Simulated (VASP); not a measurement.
# LiNO3 (R-3c) in VASP: further runs, part 3 of 3

VASP 6.6.1. The steps go on from the part before.

### 4 Single point, LDA

Input file INCAR:

```
SYSTEM = LiNO3
PREC = Accurate
ENCUT = 520
EDIFF = 1E-6
ISMEAR = 0
SIGMA = 0.02
LREAL = .False.
LASPH = .True.
NELM = 100
ALGO = Normal
ISIF = 2
LWAVE = .False.
LCHARG = .False.
GGA = CA
NBANDS = 37
```

Input file KPOINTS:

```
regular mesh
0
Gamma
  6 6 6
  0 0 0
```

Input file POSCAR:

```
LiNO3
1.0
    2.2954877546      1.3253004730      4.7717809640
   -2.2954877546      1.3253004730      4.7717809640
    0.0000000000     -2.6506009461      4.7717809640
Li N O
2 2 6
Direct
    0.0000000000      0.0000000000      0.0000000000
    0.5000000000      0.5000000000      0.5000000000
    0.2500000000      0.2500000000      0.2500000000
    0.7500000000      0.7500000000      0.7500000000
    0.5208762834      0.9791237166      0.2500000000
    0.2500000000      0.5208762834      0.9791237166
    0.9791237166      0.2500000000      0.5208762834
    0.4791237166      0.0208762834      0.7500000000
    0.7500000000      0.4791237166      0.0208762834
    0.0208762834      0.7500000000      0.4791237166
```

Potentials or basis: VASP PAW LDA potentials, release 64 (Li_sv, N, O).

On the command line:

```sh
$ cat potpaw_LDA.64/Li_sv/POTCAR potpaw_LDA.64/N/POTCAR potpaw_LDA.64/O/POTCAR > POTCAR
$ mpirun -np 1 vasp_std > vasp.out
```

OUTCAR:

```text
SYSTEM = LiNO3
   PREC = Accurate
   ENCUT = 520
   EDIFF = 1E-6
   ISMEAR = 0
   LREAL = .False.
   LASPH = .True.
   NELM = 100
   ISIF = 2
   GGA = CA

 ion  position               nearest neighbor table
   1  0.000  0.000  0.000-   5 2.07   8 2.07   6 2.07   9 2.07   7 2.07  10 2.07
   2  0.500  0.500  0.500-   5 2.07   8 2.07   7 2.07  10 2.07   9 2.07   6 2.07
   3  0.250  0.250  0.250-   6 1.24   7 1.24   5 1.24
   4  0.750  0.750  0.750-   9 1.24  10 1.24   8 1.24
   5  0.521  0.979  0.250-   3 1.24   2 2.07   1 2.07
   6  0.250  0.521  0.979-   3 1.24   1 2.07   2 2.07
   7  0.979  0.250  0.521-   3 1.24   2 2.07   1 2.07
   8  0.479  0.021  0.750-   4 1.24   2 2.07   1 2.07
   9  0.750  0.479  0.021-   4 1.24   1 2.07   2 2.07
  10  0.021  0.750  0.479-   4 1.24   2 2.07   1 2.07

  LATTYP: Found a trigonal (rhomboedric) cell.
 ALAT       =     5.4585326731
 COS(alpha) =     0.6463056454

  Lattice vectors:

 A1 = (   2.2954877546,   1.3253004730,   4.7717809640)
 A2 = (  -2.2954877546,   1.3253004730,   4.7717809640)
[... 198 lines left out ...]
 cond. band min:       4.3364176621   @ k =   0.3333   0.3333   0.3333
 fundamental gap:      3.1000400671
 Fermi energy:         1.4097469475

 k-point     1 :       0.0000    0.0000    0.0000
  band No.  band energies     occupation
      1     -40.3558      2.00000
      2     -40.3489      2.00000
      3     -24.8513      2.00000
      4     -24.5209      2.00000
      5     -19.0504      2.00000
      6     -19.0504      2.00000
[... 949 lines left out ...]
     36      14.3685      0.00000
     37      15.1598      0.00000

 [... further k-points ...]
[... 5 lines left out ...]
  --------------------------------------------------------------------------------------
  -------------------------------------------------------------------------------------
  Total        2.3416656      2.3416656     -0.2376260      0.0000000      0.0000000      0.0000000
  in kB       43.0739171     43.0739171     -4.3710275      0.0000000      0.0000000      0.0000000
  external PRESSURE =      27.2589356 kB  Pullay stress =       0.0000000 kB

 VOLUME and BASIS-vectors are now :
 -----------------------------------------------------------------------------
  energy-cutoff  :      520.00
  volume of cell :       87.10
      direct lattice vectors                 reciprocal lattice vectors
     2.295487755  1.325300473  4.771780964     0.217818631  0.125757645  0.069855120
    -2.295487755  1.325300473  4.771780964    -0.217818631  0.125757645  0.069855120
     0.000000000 -2.650600946  4.771780964     0.000000000 -0.251515290  0.069855120

 POSITION                                       TOTAL-FORCE (eV/Angst)
 -----------------------------------------------------------------------------------
      0.00000      0.00000      0.00000        -0.000000      0.000000      0.000000
      0.00000     -0.00000      7.15767        -0.000000     -0.000000      0.000000
      0.00000     -0.00000      3.57884        -0.000000      0.000000      0.000000
      0.00000     -0.00000     10.73651        -0.000000      0.000000      0.000000
     -1.05190      1.32530      8.35062         0.680481     -0.000000     -0.000000
     -0.62179     -1.57362      8.35062        -0.340240      0.589314      0.000000
      1.67369      0.24832      8.35062        -0.340240     -0.589314      0.000000
      1.05190     -1.32530      5.96473        -0.680481     -0.000000     -0.000000
      0.62179      1.57362      5.96473         0.340240     -0.589314      0.000000
     -1.67369     -0.24832      5.96473         0.340240      0.589314      0.000000
 -----------------------------------------------------------------------------------
    total drift:                               -0.000000      0.000000     -0.000000

  FREE ENERGIE OF THE ION-ELECTRON SYSTEM (eV)
  ---------------------------------------------------
  free  energy   TOTEN  =       -66.7667790059 eV

  energy  without entropy=      -66.7667790059  energy(sigma->0) =      -66.76677901
```

OSZICAR:

```text
N       E                     dE             d eps       ncg     rms          rms(c)
DAV:   1     0.337254892417E+03    0.33725E+03   -0.28365E+04  2368   0.143E+03
DAV:   2    -0.486482597051E+02   -0.38590E+03   -0.37259E+03  2794   0.347E+02
DAV:   3    -0.716119798401E+02   -0.22964E+02   -0.22824E+02  3619   0.819E+01
DAV:   4    -0.727474272394E+02   -0.11354E+01   -0.11311E+01  3624   0.141E+01
DAV:   5    -0.727855454979E+02   -0.38118E-01   -0.38115E-01  3299   0.196E+00    0.173E+01
DAV:   6    -0.671249040963E+02    0.56606E+01   -0.18305E+01  2931   0.262E+01    0.714E+00
DAV:   7    -0.669088142123E+02    0.21609E+00   -0.19317E+00  3000   0.745E+00    0.400E+00
DAV:   8    -0.667784176578E+02    0.13040E+00   -0.42978E-01  2924   0.366E+00    0.106E+00
DAV:   9    -0.667667452777E+02    0.11672E-01   -0.30290E-02  3152   0.124E+00    0.364E-01
DAV:  10    -0.667667840081E+02   -0.38730E-04   -0.62762E-03  3126   0.433E-01    0.653E-02
DAV:  11    -0.667667798012E+02    0.42069E-05   -0.37135E-04  3320   0.108E-01    0.255E-02
DAV:  12    -0.667667793260E+02    0.47522E-06   -0.37617E-05  3072   0.413E-02    0.898E-03
DAV:  13    -0.667667790059E+02    0.32007E-06   -0.31911E-06  2643   0.122E-02
   1 F= -.66766779E+02 E0= -.66766779E+02  d E =-.364206E-36
```

Run time: 4.3 min. Hardware: 1 thread of AMD EPYC 7R13, shared host; peak memory 0.21 GiB.

Results:

```yaml
Free_energy: -66.7668 eV
Largest_force: 0.680 eV/Å
Band_gap_on_the_k_mesh: 3.10 eV, indirect (least direct gap 3.45 eV)
```

Forces in eV/Å, atoms in the order of the input:
```
Li   0.000  0.000  0.000
Li   0.000  0.000  0.000
N    0.000  0.000  0.000
N    0.000  0.000  0.000
O    0.680  0.000  0.000
O   -0.340  0.589  0.000
O   -0.340 -0.589  0.000
O   -0.680  0.000  0.000
O    0.340 -0.589  0.000
O    0.340  0.589  0.000
```

Caveat: the cutoff is under 1.25 times the usual one of these potentials, so pressure, stress and relaxed cells hold a basis-set (Pulay) error; the standard files for N, O and F lose accuracy on very short bonds. Expect the measured gap to be larger: semilocal functionals such as LDA lack the derivative discontinuity.

### 5 Single point, LDA

This run uses another cell than the first one, of 9.28 Å³/atom, 1.065 times its volume.

Input file INCAR:

```
PREC     = Accurate       # precision mode
ENCUT    = 520            # plane-wave cutoff, eV
EDIFF    = 1E-7           # SCF threshold, eV
ISMEAR   = 0              # smearing method
SIGMA    = 0.1            # smearing width, eV
LREAL    = F              # projectors in reciprocal space
LASPH    = T              # aspherical terms in the spheres
NELM     = 60             # most SCF steps
ALGO     = Normal         # electronic algorithm
ISIF     = 2              # what is computed and relaxed
LWAVE    = F              # write WAVECAR
LCHARG   = F              # write CHGCAR
GGA      = CA             # functional
NBANDS   = 37             # bands
```

Input file KPOINTS:

```
Automatic mesh
0
Gamma
  6 6 6
```

Input file POSCAR:

```
LiNO3
1.0
    2.3275013255      1.3437835168      4.9451726268
   -2.3275013255      1.3437835168      4.9451726268
    0.0000000000     -2.6875670336      4.9451726268
Li N O
2 2 6
Direct
    0.0000000000      0.0000000000      0.0000000000
    0.5000000000      0.5000000000      0.5000000000
    0.2500000000      0.2500000000      0.2500000000
    0.7500000000      0.7500000000      0.7500000000
    0.5202267900      0.9797732100      0.2500000000
    0.2500000000      0.5202267900      0.9797732100
    0.9797732100      0.2500000000      0.5202267900
    0.4797732100      0.0202267900      0.7500000000
    0.7500000000      0.4797732100      0.0202267900
    0.0202267900      0.7500000000      0.4797732100
```

On the command line:

```sh
$ cat potpaw_LDA.64/Li_sv/POTCAR potpaw_LDA.64/N/POTCAR potpaw_LDA.64/O/POTCAR > POTCAR
$ mpirun -np 1 vasp_std > vasp.out
```

Run time: 4.2 min. Hardware: 1 thread of AMD EPYC 7R13, shared host; peak memory 0.22 GiB.

The run converged. Its results:

- Free energy: -66.7350 eV
- Largest force: 0.212 eV/Å
- Band gap on the k mesh: 2.98 eV, indirect (least direct gap 3.32 eV)

Forces on the atoms (eV/Å):
```
Li   0.000  0.000  0.000
Li   0.000  0.000  0.000
N    0.000  0.000  0.000
N    0.000  0.000  0.000
O   -0.212  0.000  0.000
O    0.106 -0.184  0.000
O    0.106  0.184  0.000
O    0.212  0.000  0.000
O   -0.106  0.184  0.000
O   -0.106 -0.184  0.000
```

Levels at points of the mesh, in eV from the valence-band top:
| k point | band 22 | band 23 | band 24 | band 25 | band 26 | band 27 | band 28 | band 29 | band 30 | band 31 |
| --- | --- | --- | --- | --- | --- | --- | --- | --- | --- | --- |
| (0.00, 0.00, 0.00) | -1.60 | -1.00 | -0.88 | -0.88 | -0.84 | 2.99 | 3.67 | 6.72 | 9.00 | 11.04 |
| (0.50, 0.00, 0.00) | -1.78 | -1.39 | -1.39 | -0.09 | -0.09 | 3.47 | 3.47 | 8.68 | 8.68 | 9.81 |
| (0.50, 0.50, 0.00) | -1.95 | -1.59 | -1.06 | -0.22 | 0.00 | 3.32 | 3.71 | 7.95 | 9.04 | 9.43 |
| (0.50, 0.50, 0.50) | -1.42 | -1.42 | -1.42 | -0.97 | -0.97 | 3.06 | 3.06 | 8.15 | 8.15 | 11.06 |

Caveat: the cutoff is under 1.25 times the usual one of these potentials, so pressure, stress and relaxed cells hold a basis-set (Pulay) error; the standard files for N, O and F lose accuracy on very short bonds. A k mesh can miss the band edges.

### 6 Relaxation of cell and atoms, LDA

Input file INCAR:

```
  ALGO = Normal
  EDIFF = 1E-6
  EDIFFG = -0.005
  ENCUT = 600
  IBRION = 2
  ISIF = 3
  ISMEAR = 0
  LASPH = T
  LCHARG = F
  LREAL = F
  LWAVE = F
  NELM = 60
  NSW = 100
  PREC = Accurate
  SIGMA = 0.02
```

Input file KPOINTS:

```
k-points
0
Gamma
  6 6 6
```

Input file POSCAR:

```
LiNO3
1.0
    2.2955599163      1.3253421356      4.7738397685
   -2.2955599163      1.3253421356      4.7738397685
    0.0000000000     -2.6506842712      4.7738397685
Li N O
2 2 6
Direct
    0.0000000000      0.0000000000      0.0000000000
    0.5000000000      0.5000000000      0.5000000000
    0.2500000000      0.2500000000      0.2500000000
    0.7500000000      0.7500000000      0.7500000000
    0.5208839801      0.9791160199      0.2500000000
    0.2500000000      0.5208839801      0.9791160199
    0.9791160199      0.2500000000      0.5208839801
    0.4791160199      0.0208839801      0.7500000000
    0.7500000000      0.4791160199      0.0208839801
    0.0208839801      0.7500000000      0.4791160199
```

Potentials or basis: VASP PAW LDA potentials, release 64 (Li_sv, N, O).

On the command line:

```sh
$ cat potpaw_LDA.64/Li_sv/POTCAR potpaw_LDA.64/N/POTCAR potpaw_LDA.64/O/POTCAR > POTCAR
$ mpirun -np 1 vasp_std > vasp.out
```

It took 31 min on 1 thread of AMD EPYC 7R13, shared host; peak memory 0.27 GiB.

It converged, with:

| Quantity | Value |
| --- | --- |
| Free energy | -66.8095 eV |
| Relaxed volume | 8.65 Å³/atom |
| Relaxed cell | a = 5.441 Å, b = 5.441 Å, c = 5.441 Å, α = 49.84°, β = 49.84°, γ = 49.84° |
| Space group after relaxing (to 0.05 Å) | R-3c (No. 167) |
| Energy gained by relaxing | 1.8 meV/atom |
| Ionic steps | 11 |
| Pressure after relaxing | 0.0 GPa |
| Band gap on the k mesh | 3.04 eV, indirect (least direct gap 3.38 eV) |

Step by step:
| step | energy change (eV) | largest force (eV/Å) | pressure (GPa) | volume (Å³) |
| --- | --- | --- | --- | --- |
| 1 | 0.0000 | 0.6613 | 2.33 | 87.14 |
| 2 | 0.2375 | 2.2119 | -10.65 | 88.75 |
| 3 | -0.0164 | 0.0065 | -0.57 | 87.45 |
| 4 | -0.0164 | 0.0230 | -0.51 | 87.45 |
| 5 | -0.0164 | 0.0350 | -0.45 | 87.44 |
| 6 | -0.0173 | 0.0287 | -0.32 | 87.17 |
| 7 | -0.0181 | 0.0112 | 0.10 | 86.43 |
| 8 | -0.0181 | 0.0129 | 0.07 | 86.51 |
| 9 | -0.0181 | 0.0134 | 0.06 | 86.53 |
| 10 | -0.0179 | 0.0714 | -0.33 | 86.56 |
| 11 | -0.0181 | 0.0007 | -0.01 | 86.53 |

Final structure:
```cif
data_structure
_symmetry_space_group_name_H-M 'P 1'
_symmetry_Int_Tables_number 1
_cell_length_a 5.4406
_cell_length_b 5.4406
_cell_length_c 5.4406
_cell_angle_alpha 49.841
_cell_angle_beta 49.841
_cell_angle_gamma 49.841
_cell_volume 86.53
loop_
_atom_site_label
_atom_site_type_symbol
_atom_site_fract_x
_atom_site_fract_y
_atom_site_fract_z
_atom_site_occupancy
Li1 Li 0.00000 0.00000 0.00000 1
Li2 Li 0.50000 0.50000 0.50000 1
N1 N 0.25000 0.25000 0.25000 1
N2 N 0.75000 0.75000 0.75000 1
O1 O 0.52312 0.97688 0.25000 1
O2 O 0.25000 0.52312 0.97688 1
O3 O 0.97688 0.25000 0.52312 1
O4 O 0.47688 0.02312 0.75000 1
O5 O 0.75000 0.47688 0.02312 1
O6 O 0.02312 0.75000 0.47688 1
```

Levels at points of the mesh, in eV from the valence-band top:
| k point | band 23 | band 24 | band 25 | band 26 | band 27 | band 28 | band 29 | band 30 |
| --- | --- | --- | --- | --- | --- | --- | --- | --- |
| (0.00, 0.00, 0.00) | -1.11 | -0.91 | -0.76 | -0.76 | 3.09 | 3.76 | 7.16 | 9.35 |
| (0.50, 0.00, 0.00) | -1.33 | -1.33 | -0.11 | -0.11 | 3.52 | 3.52 | 8.95 | 8.95 |
| (0.50, 0.50, 0.00) | -1.56 | -0.97 | -0.27 | 0.00 | 3.38 | 3.78 | 8.23 | 9.20 |
| (0.50, 0.50, 0.50) | -1.40 | -1.40 | -1.07 | -1.07 | 3.12 | 3.12 | 8.55 | 8.55 |

Caveat: the cutoff is under 1.25 times the usual one of these potentials, so pressure, stress and relaxed cells hold a basis-set (Pulay) error; the standard files for N, O and F lose accuracy on very short bonds. A k mesh can miss the band edges.

### 7 The runs side by side

```tsv
task	cell	cutoff (eV)	smearing	gap on the mesh (eV)	largest force (eV/Å)
single point	a = 5.460 Å, angles 49.7°, 10 atoms	520	gaussian 0.1 eV	3.10	0.68
single point	a = 5.459 Å, angles 49.7°, 10 atoms	520	gaussian 0.02 eV	3.10	0.68
single point	a = 5.628 Å, angles 48.9°, 10 atoms	520	gaussian 0.1 eV	2.98	0.21
relaxation of cell and atoms	relaxed from a = 5.460 Å, angles 49.7°, 10 atoms	600	gaussian 0.02 eV	3.04	-
```

Alike in all rows: level LDA; potentials or basis VASP PAW LDA potentials, release 64 (Li_sv, N, O); no spin polarisation; k mesh 6 × 6 × 6.

Caveats: the cutoff is under 1.25 times the usual one of these potentials, so pressure, stress and relaxed cells hold a basis-set (Pulay) error; the standard files for N, O and F lose accuracy on very short bonds.

Total energies depend on the potentials used, so only differences within one code and one set of settings carry meaning.
